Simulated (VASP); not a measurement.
Write the native input for VASP 6.6.1 that does the following.

* Task: single point
* Functional: LDA
* Potentials or basis: VASP PAW LDA potentials, release 64 (Hf_pv, H)
* Cutoff: 520 eV
* k mesh: 7 × 7 × 7
* Occupations: methfessel-paxton, width 0.1 eV
* Spin: no spin polarisation
* Dipole correction: no
* Further INCAR settings: ALGO = Normal; EDIFF = 1e-07; NBANDS = 14

The structure of HfH3 lies in POSCAR:

```
HfH3
1.0
    3.0328746872      0.0000000000      0.0000000000
    0.0000000000      3.0328746872      0.0000000000
    0.0000000000      0.0000000000      3.0328746872
Hf H
1 3
Direct
    0.0000000000      0.0000000000      0.0000000000
    0.0000000000      0.5000000000      0.5000000000
    0.5000000000      0.0000000000      0.5000000000
    0.5000000000      0.5000000000      0.0000000000
```

These files were run (other wordings do the same):

INCAR

```
SYSTEM = HfH3
PREC = Accurate
ENCUT = 520
EDIFF = 1E-7
ISMEAR = 1
SIGMA = 0.1
LREAL = .FALSE.
LASPH = .TRUE.
NELM = 100
ALGO = Normal
ISIF = 2
LWAVE = .FALSE.
LCHARG = .TRUE.
LELF = .TRUE.
LVHAR = .TRUE.
NBANDS = 14
```

KPOINTS

```
Automatic mesh
0
G
  7 7 7
  0 0 0
```

Potentials or basis: VASP PAW LDA potentials, release 64 (Hf_pv, H).

The run is started by

```sh
$ cat potpaw_LDA.64/Hf_pv/POTCAR potpaw_LDA.64/H/POTCAR > POTCAR
$ mpirun -np 1 vasp_std > vasp.out
```

Results of the run:

The pressure is -0.3 GPa.

Run time: 10 s on 1 thread of Intel Xeon 8259CL, with other jobs on the host, peak memory 0.13 GiB.
